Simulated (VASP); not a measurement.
A run of VASP 6.6.1:

POSCAR

```
TiO2
1.0
    0.0000000000      2.3968272525      2.3968272525
    2.3968272525      0.0000000000      2.3968272525
    2.3968272525      2.3968272525      0.0000000000
Ti O
1 2
Direct
    0.0000000000      0.0000000000      0.0000000000
    0.2500000000      0.2500000000      0.2500000000
    0.7500000000      0.7500000000      0.7500000000
```

File INCAR.step1:

```
  PREC = Accurate
  ENCUT = 1480
  ISMEAR = 0
  SIGMA = 0.01
  LREAL = F
  LASPH = T
  NELM = 120
  NBANDS = 19
  GGA = PE
  ALGO = Normal
  EDIFF = 1E-5
  LWAVE = T
  LCHARG = F
  GGA_COMPAT = F
```

The input INCAR.step2:

```
  PREC = Accurate
  ENCUT = 1480
  EDIFF = 1E-6
  ISMEAR = 0
  SIGMA = 0.01
  LREAL = F
  LASPH = T
  NELM = 120
  ALGO = Normal
  ISIF = 2
  LWAVE = F
  LCHARG = T
  METAGGA = R2SCAN
  LMIXTAU = T
  LELF = T
  LVHAR = T
  NBANDS = 19
  ISTART = 1
  GGA_COMPAT = F
```

Contents of KPOINTS:

```
regular mesh
0
Gamma
  10 10 10
```

Potentials or basis: VASP PAW PBE potentials, release 64 (Ti_sv, O_h).

Command:

```sh
$ cat potpaw_PBE.64/Ti_sv/POTCAR potpaw_PBE.64/O_h/POTCAR > POTCAR
$ cp INCAR.step1 INCAR
$ mpirun -np 1 vasp_std > vasp.out
$ cp INCAR.step2 INCAR
$ mpirun -np 1 vasp_std > vasp.out
```

Hardware: 1 thread of Intel(R) Xeon(R) Platinum 8375C CPU @ 2.90GHz (Ice Lake), with other jobs on the host.

How long does it take, and how much memory?

It took 8.6 min on 1 thread of Intel(R) Xeon(R) Platinum 8375C CPU @ 2.90GHz (Ice Lake), with other jobs on the host, peak memory 0.44 GiB. Counts: k points 47.
